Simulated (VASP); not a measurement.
# Nd2H3 (R3m) in VASP: notebook

Nd2H3 is run at these levels: PBE; tasks: single point.

Everything below comes from runs of VASP 6.6.1. Logs are shortened: lines on timing, memory, paths and dates and some standing lists are left out, and cuts for length are marked.

**1. The cell of the first run**

Symmetry: R3m, No. 160, trigonal system. The conventional cell has a = 3.811 Å, b = 3.811 Å, c = 18.879 Å, α = 90.00°, β = 90.00°, γ = 120.00°. Within 3.1 Å of Nd (site symmetry 3m) lie 5 H at 2.33 to 2.37 Å. Nd (site symmetry 3m) has 7 H at 2.32 to 2.34 Å within 3.1 Å. Within 3.1 Å of H (site symmetry 3m) lie 4 Nd at 2.33 to 2.34 Å and 6 H at 2.67 to 2.72 Å. H (site symmetry 3m) has 4 Nd at 2.32 to 2.34 Å and 3 H at 2.67 Å within 3.1 Å. Within 3.1 Å of H (site symmetry 3m) lie 4 Nd at 2.34 to 2.37 Å and 3 H at 2.72 Å.

**2. Single point, PBE (15.83 Å³/atom)**

The input, INCAR:

```
ALGO     = Normal         # electronic algorithm
EDIFF    = 1E-6           # SCF threshold, eV
ENCUT    = 500            # plane-wave cutoff, eV
GGA      = PE             # functional
GGA_COMPAT= False        
ISIF     = 2              # what is computed and relaxed
ISMEAR   = 0              # smearing method
LASPH    = True           # aspherical terms in the spheres
LCHARG   = False          # write CHGCAR
LMAXMIX  = 6              # l up to which the mixer works
LREAL    = False          # projectors in reciprocal space
LWAVE    = False          # write WAVECAR
NBANDS   = 20             # bands
NELM     = 200            # most SCF steps
PREC     = Accurate       # precision mode
SIGMA    = 0.1            # smearing width, eV
```

The input, KPOINTS:

```
k-points
0
Gamma
  12 12 12
```

The input, POSCAR:

```
Nd2H3
1.0
    1.9057285541      1.1002728937      6.2928961718
   -1.9057285541      1.1002728937      6.2928961718
    0.0000000000     -2.2005457874      6.2928961718
Nd H
2 3
Direct
    0.2221561138      0.2221561138      0.2221561138
    0.7209932768      0.7209932768      0.7209932768
    0.3455722479      0.3455722479      0.3455722479
    0.5983436585      0.5983436585      0.5983436585
    0.0967849068      0.0967849068      0.0967849068
```

Potentials or basis: VASP PAW PBE potentials, release 64 (Nd_3, H), 4f in core.

The run is started by

```bash
$ cat potpaw_PBE.64/Nd_3/POTCAR potpaw_PBE.64/H/POTCAR > POTCAR
$ mpirun -np 1 vasp_std > vasp.out
```

OUTCAR:

```text
EDIFF = 1E-6
   ENCUT = 500
   GGA = PE
   ISIF = 2
   ISMEAR = 0
   LASPH = True
   LREAL = False
   NELM = 200
   PREC = Accurate

 ion  position               nearest neighbor table
   1  0.222  0.222  0.222-   3 2.33   4 2.34   4 2.34   4 2.34
   2  0.721  0.721  0.721-   4 2.32   3 2.34   3 2.34   3 2.34   5 2.34   5 2.34   5 2.34
   3  0.346  0.346  0.346-   1 2.33   2 2.34   2 2.34   2 2.34
   4  0.598  0.598  0.598-   2 2.32   1 2.34   1 2.34   1 2.34
   5  0.097  0.097  0.097-   2 2.34   2 2.34   2 2.34

  LATTYP: Found a trigonal (rhomboedric) cell.
 ALAT       =     6.6665541318
 COS(alpha) =     0.8365634229

  Lattice vectors:

 A1 = (   1.9057285541,   1.1002728937,   6.2928961718)
 A2 = (  -1.9057285541,   1.1002728937,   6.2928961718)
 A3 = (   0.0000000000,  -2.2005457874,   6.2928961718)

Analysis of symmetry for initial positions (statically):
=====================================================================
 Subroutine PRICEL returns:
 Original cell was already a primitive cell.

 Routine SETGRP: Setting up the symmetry group for a
 trigonal (rhombohedral) supercell.

 Subroutine GETGRP returns: Found  6 space group operations
 (whereof  6 operations were pure point group operations)
 out of a pool of 12 trial point group operations.

The static configuration has the point symmetry C_3v.

Analysis of symmetry for dynamics (positions and initial velocities):
=====================================================================
 Subroutine PRICEL returns:
 Original cell was already a primitive cell.

 Routine SETGRP: Setting up the symmetry group for a
 trigonal (rhombohedral) supercell.

 Subroutine GETGRP returns: Found  6 space group operations
 (whereof  6 operations were pure point group operations)
 out of a pool of 12 trial point group operations.

The dynamic configuration has the point symmetry C_3v.

 Subroutine INISYM returns: Found  6 space group operations
 (whereof  6 operations are pure point group operations),
 and found     1 'primitive' translations

----------------------------------------------------------------------------------------

                                     Primitive cell

  volume of cell :      79.1705

  direct lattice vectors                    reciprocal lattice vectors
     1.905728554  1.100272894  6.292896172     0.262366851  0.151477572  0.052969781
    -1.905728554  1.100272894  6.292896172    -0.262366851  0.151477572  0.052969781
     0.000000000 -2.200545787  6.292896172     0.000000000 -0.302955144  0.052969781

  length of vectors
     6.666554132  6.666554132  6.666554132     0.307550999  0.307550999  0.307550999

  position of ions in fractional coordinates (direct lattice)
     0.222156114  0.222156114  0.222156114
     0.720993277  0.720993277  0.720993277
     0.345572248  0.345572248  0.345572248
     0.598343658  0.598343658  0.598343658
     0.096784907  0.096784907  0.096784907

  ion indices of the primitive-cell ions
   primitive index   ion index
                 1           1
                 2           2
                 3           3
                 4           4
                 5           5

----------------------------------------------------------------------------------------

 KPOINTS: k-points

Automatic generation of k-mesh.
 Grid dimensions read from file:
 generate k-points for:   12   12   12

 Generating k-lattice:

  Cartesian coordinates                     Fractional coordinates (reciprocal lattice)
     0.021863904  0.012623131  0.004414148     0.083333333  0.000000000  0.000000000
    -0.021863904  0.012623131  0.004414148     0.000000000  0.083333333  0.000000000
     0.000000000 -0.025246262  0.004414148     0.000000000  0.000000000  0.083333333

  Length of vectors
     0.025629250  0.025629250  0.025629250

  Shift w.r.t. Gamma in fractional coordinates (k-lattice)
     0.000000000  0.000000000  0.000000000

 Subroutine IBZKPT returns following result:
 ===========================================

 Found    189 irreducible k-points:

 Following reciprocal coordinates:
            Coordinates               Weight
  0.000000  0.000000  0.000000      1.000000
  0.083333  0.000000  0.000000      6.000000
  0.166667  0.000000  0.000000      6.000000
  0.250000  0.000000  0.000000      6.000000
  0.333333 -0.000000 -0.000000      6.000000
  0.416667  0.000000  0.000000      6.000000
[... 16 lines left out ...]
  0.500000  0.166667  0.000000     12.000000
 -0.416667  0.166667  0.000000     12.000000
 [... further k-points ...]
   k-points           NKPTS =    189   k-points in BZ     NKDIM =    189   number of bands    NBANDS=     20
   number of dos      NEDOS =    301   number of ions     NIONS =      5
   total plane-waves  NPLWV = 125000
   dimension x,y,z NGX =    50 NGY =   50 NGZ =   50
   dimension x,y,z NGXF=   100 NGYF=  100 NGZF=  100
   ions per type =               2   3
   NGX,Y,Z   is equivalent  to a cutoff of  12.47, 12.47, 12.47 a.u.
   NGXF,Y,Z  is equivalent  to a cutoff of  24.94, 24.94, 24.94 a.u.
 SYSTEM =  unknown system
   PREC   = accura    normal or accurate (medium, high low for compatibility)
   ISTART =      0    job   : 0-new  1-cont  2-samecut
   ICHARG =      2    charge: 1-file 2-atom 10-const
   ISPIN  =      1    spin polarized calculation?
   LNONCOLLINEAR =      F non collinear calculations
   LSORBIT =      F    spin-orbit coupling
   LASPH  =      T    aspherical Exc in radial PAW
   ENCUT  =  500.0 eV  36.75 Ry    6.06 a.u.  12.15 12.15 12.15*2*pi/ulx,y,z
   NELM   =    200;   NELMIN=  2; NELMDL= -5     # of ELM steps
   EDIFF  = 0.1E-05   stopping-criterion for ELM
   LREAL  =      F    real-space projection
[... 7 lines left out ...]
   TEBEG  =    0.0;   TEEND  =   0.0 temperature during run
   PSTRESS=    0.0 pullay stress
   NELECT =      25.0000    total number of electrons
   NUPDOWN=      -1.0000    fix difference up-down
   EMIN   =  10.00;   EMAX   =-10.00  energy-range for DOS
   EFERMI =   0.00;   METHOD = LEGACY
   ISMEAR =     0;   SIGMA  =   0.10  broadening in eV -4-tet -1-fermi 0-gaus
   EFERMI_NEDOS =   21; number of points for ismear=-14 and -15
   IALGO  =     38    algorithm
   IMIX   =      4    mixing-type and parameters
     AMIX     =   0.40;   BMIX     =  1.00
     AMIX_MAG =   1.60;   BMIX_MAG =  1.00
  volume/ion in A,a.u.               =      15.83       106.85
  Fermi-wavevector in a.u.,A,eV,Ry     =   1.114809  2.106683 16.909304  1.242799
  Thomas-Fermi vector in A             =   2.251407
   LORBIT       =      0    0 simple, 1 ext, 2 COOP (PROOUT), +10 PAW based schemes
   GGA     = PE    functional components
   LHFCALC =     F    Hartree Fock is set to
   AEXX    =    0.0000 exact exchange contribution
   IVDW    =     0    specifies the selected vdW correction
   LEPSILON=     F    determine dielectric tensor
   LRPA    =     F    only Hartree local field effects (RPA)
 non-spin polarized calculation
 Gauss-broadening in eV      SIGMA  =   0.10
  energy-cutoff  :      500.00
  volume of cell :       79.17
 maximum number of plane-waves:      2032
 NGX is ok and might be reduce to    50
   NGX = 25   NGY = 25   NGZ = 25

 number of electron      25.0000000 magnetization

 Free energy of the ion-electron system (eV)
  ---------------------------------------------------
  ext. energy  EPLUGINS =         0.00000000
  ---------------------------------------------------
  free energy    TOTEN  =       -22.04799038 eV

  energy without entropy =      -22.03586500  energy(sigma->0) =      -22.04192769

 E-fermi :   3.1719     XC(G=0):  -9.7103

 val. band max:        3.1659865302   @ k =   0.2500   0.2500   0.0000
 cond. band min:       3.1722216405   @ k =  -0.2500   0.2500   0.0833
 fundamental gap:      0.0062351103
 Fermi energy:         3.1718655170

 k-point     1 :       0.0000    0.0000    0.0000
  band No.  band energies     occupation
      1     -34.8057      2.00000
      2     -34.6750      2.00000
      3     -16.3761      2.00000
      4     -15.6709      2.00000
      5     -15.6709      2.00000
      6     -15.5592      2.00000
[... 12 lines left out ...]
     19       6.6220      0.00000
     20       7.9336      0.00000

 k-point     2 :       0.0833    0.0000    0.0000
  band No.  band energies     occupation
      1     -34.8013      2.00000
      2     -34.6720      2.00000
      3     -16.3567      2.00000
      4     -15.7149      2.00000
      5     -15.6794      2.00000
      6     -15.5725      2.00000
[... 12 lines left out ...]
     19       6.6378      0.00000
     20       7.9360      0.00000

 k-point     3 :       0.1667    0.0000    0.0000
  band No.  band energies     occupation
      1     -34.7893      2.00000
      2     -34.6637      2.00000
      3     -16.3012      2.00000
      4     -15.8324      2.00000
      5     -15.7106      2.00000
      6     -15.7023      2.00000
[... 12 lines left out ...]
     19       6.7784      0.00000
     20       7.5773      0.00000

 k-point     4 :       0.2500    0.0000    0.0000
  band No.  band energies     occupation
      1     -34.7727      2.00000
      2     -34.6525      2.00000
      3     -16.2175      2.00000
      4     -15.9863      2.00000
      5     -15.8917      2.00000
      6     -15.7331      2.00000
[... 12 lines left out ...]
     19       7.1908      0.00000
     20       8.0651      0.00000

 k-point     5 :       0.3333   -0.0000   -0.0000
  band No.  band energies     occupation
      1     -34.7560      2.00000
      2     -34.6413      2.00000
      3     -16.1598      2.00000
      4     -16.0956      2.00000
      5     -16.0582      2.00000
      6     -15.7633      2.00000
[... 12 lines left out ...]
     19       7.5398      0.00000
     20       8.0775      0.00000
[... 353 lines left out ...]
      6     -15.7759      2.00000
[... 12 lines left out ...]
     19       7.3145      0.00000
     20       8.7060      0.00000

 k-point    22 :       0.4167    0.1667    0.0000
  band No.  band energies     occupation
      1     -34.7496      2.00000
      2     -34.6374      2.00000
      3     -16.1831      2.00000
      4     -16.1189      2.00000
      5     -16.0107      2.00000
      6     -15.8254      2.00000
[... 12 lines left out ...]
     19       8.0884      0.00000
     20       8.8223      0.00000

 k-point    23 :       0.5000    0.1667    0.0000
  band No.  band energies     occupation
      1     -34.7393      2.00000
      2     -34.6299      2.00000
      3     -16.2288      2.00000
      4     -16.1741      2.00000
      5     -15.9889      2.00000
      6     -15.8916      2.00000
[... 12 lines left out ...]
     19       8.7754      0.00000
     20       9.1839      0.00000

 k-point    24 :      -0.4167    0.1667    0.0000
  band No.  band energies     occupation
      1     -34.7358      2.00000
      2     -34.6268      2.00000
      3     -16.2487      2.00000
      4     -16.1915      2.00000
      5     -15.9601      2.00000
      6     -15.9419      2.00000
[... 12 lines left out ...]
     19       8.8760      0.00000
     20       8.9814      0.00000

 [... further k-points ...]
[... 5 lines left out ...]
  --------------------------------------------------------------------------------------
  -------------------------------------------------------------------------------------
  Total        0.9919848      0.9919848      0.9860050      0.0000000     -0.0000000      0.0000000
  in kB       20.0748504     20.0748504     19.9538372      0.0000000     -0.0000000      0.0000000
  external PRESSURE =      20.0345126 kB  Pullay stress =       0.0000000 kB

 VOLUME and BASIS-vectors are now :
 -----------------------------------------------------------------------------
  energy-cutoff  :      500.00
  volume of cell :       79.17
      direct lattice vectors                 reciprocal lattice vectors
     1.905728554  1.100272894  6.292896172     0.262366851  0.151477572  0.052969781
    -1.905728554  1.100272894  6.292896172    -0.262366851  0.151477572  0.052969781
     0.000000000 -2.200545787  6.292896172     0.000000000 -0.302955144  0.052969781

 POSITION                                       TOTAL-FORCE (eV/Angst)
 -----------------------------------------------------------------------------------
      0.00000      0.00000      4.19402         0.000000      0.000000     -0.006843
      0.00000      0.00000     13.61141         0.000000     -0.000000      0.004236
      0.00000      0.00000      6.52395         0.000000      0.000000     -0.000006
      0.00000      0.00000     11.29594         0.000000      0.000000     -0.000848
      0.00000      0.00000      1.82717         0.000000      0.000000      0.003462
 -----------------------------------------------------------------------------------
    total drift:                               -0.000000      0.000000      0.000026

  FREE ENERGIE OF THE ION-ELECTRON SYSTEM (eV)
  ---------------------------------------------------
  free  energy   TOTEN  =       -22.0479903806 eV

  energy  without entropy=      -22.0358650029  energy(sigma->0) =      -22.04192769
```

Run time: 13 min. Hardware: 1 thread of Intel Xeon Platinum 8259CL at 2.50GHz (Skylake/Cascade Lake), shared host; peak memory 0.5 GiB.

Results:

| Property | Result |
| --- | --- |
| Free energy | -22.0480 eV |
| Pressure | 2.0 GPa |
| Largest force | 0.007 eV/Å |
| Band gap on the k mesh | zero (an odd number of electrons rules out a gap without spin polarisation) |

Forces on the atoms (eV/Å):
```
Nd   0.000  0.000 -0.007
Nd   0.000  0.000  0.004
H    0.000  0.000  0.000
H    0.000  0.000 -0.001
H    0.000  0.000  0.003
```

Caveat: spin-orbit coupling is left out, which moves the levels of the heavy elements; the 4f electrons are frozen in the core, so they carry no moment and show no levels; an odd number of electrons without spin polarisation forces a metal; a magnetic or distorted state may lie lower. Spin polarisation is off, so any magnetic state and its effect on volume and gap are missing.

**3. Single point, PBE**

This run uses another cell than the first one, of 16.32 Å³/atom.

The input, INCAR:

```
  PREC = Accurate
  ENCUT = 500
  EDIFF = 1E-6
  ISMEAR = 0
  SIGMA = 0.1
  LREAL = False
  LASPH = True
  NELM = 200
  ALGO = Normal
  ISIF = 2
  LWAVE = False
  LCHARG = True
  GGA = PE
  LELF = True
  LVHAR = True
  NBANDS = 20
  GGA_COMPAT = False
  LMAXMIX = 6
```

The input, KPOINTS:

```
Automatic mesh
0
Gamma
  12 12 12
```

The input, POSCAR:

```
Nd2H3
1.0
    1.9253551343      1.1116043051      6.3559316684
   -1.9253551343      1.1116043051      6.3559316684
    0.0000000000     -2.2232086101      6.3559316684
Nd H
2 3
Direct
    0.2224606420      0.2224606420      0.2224606420
    0.7207000880      0.7207000880      0.7207000880
    0.3456489142      0.3456489142      0.3456489142
    0.5983464984      0.5983464984      0.5983464984
    0.0966940613      0.0966940613      0.0966940613
```

Potentials or basis: VASP PAW PBE potentials, release 64 (Nd_3, H), 4f in core.

The run is started by

```bash
$ cat potpaw_PBE.64/Nd_3/POTCAR potpaw_PBE.64/H/POTCAR > POTCAR
$ mpirun -np 1 vasp_std > vasp.out
```

It took 14 min on 1 thread of Intel Xeon Platinum 8259CL at 2.50GHz (Skylake/Cascade Lake), shared host; peak memory 0.51 GiB.

The run converged. Its results:

```
Free energy            : -22.0652 eV
Pressure               : 0.1 GPa
Largest force          : 0.007 eV/Å
Band gap on the k mesh : zero (an odd number of electrons rules out a gap without spin polarisation)
```

Forces in eV/Å, atoms in the order of the input:
```
Nd   0.000  0.000 -0.007
Nd   0.000  0.000  0.005
H    0.000  0.000  0.002
H    0.000  0.000 -0.001
H    0.000  0.000  0.001
```

Levels at points of the mesh, in eV from the Fermi level:
| k point | band 8 | band 9 | band 10 | band 11 | band 12 | band 13 | band 14 | band 15 | band 16 | band 17 |
| --- | --- | --- | --- | --- | --- | --- | --- | --- | --- | --- |
| (0.00, 0.00, 0.00) | -18.80 | -6.70 | -4.99 | -2.39 | 0.94 | 0.99 | 0.99 | 1.12 | 1.12 | 1.37 |
| (0.50, 0.00, 0.00) | -18.95 | -4.75 | -4.35 | -3.68 | -0.83 | -0.46 | 0.30 | 2.23 | 2.47 | 4.31 |
| (0.50, 0.50, 0.00) | -18.91 | -5.38 | -4.48 | -2.85 | -1.80 | 0.58 | 0.97 | 1.08 | 4.55 | 4.72 |
| (0.50, 0.50, 0.50) | -18.82 | -5.98 | -5.21 | -3.25 | -0.51 | 1.30 | 1.30 | 1.42 | 1.42 | 3.21 |

Caveat: spin-orbit coupling is left out, which moves the levels of the heavy elements; the 4f electrons are frozen in the core, so they carry no moment and show no levels; an odd number of electrons without spin polarisation forces a metal; a magnetic or distorted state may lie lower. Spin polarisation is off, so any magnetic state and its effect on volume and gap are missing.
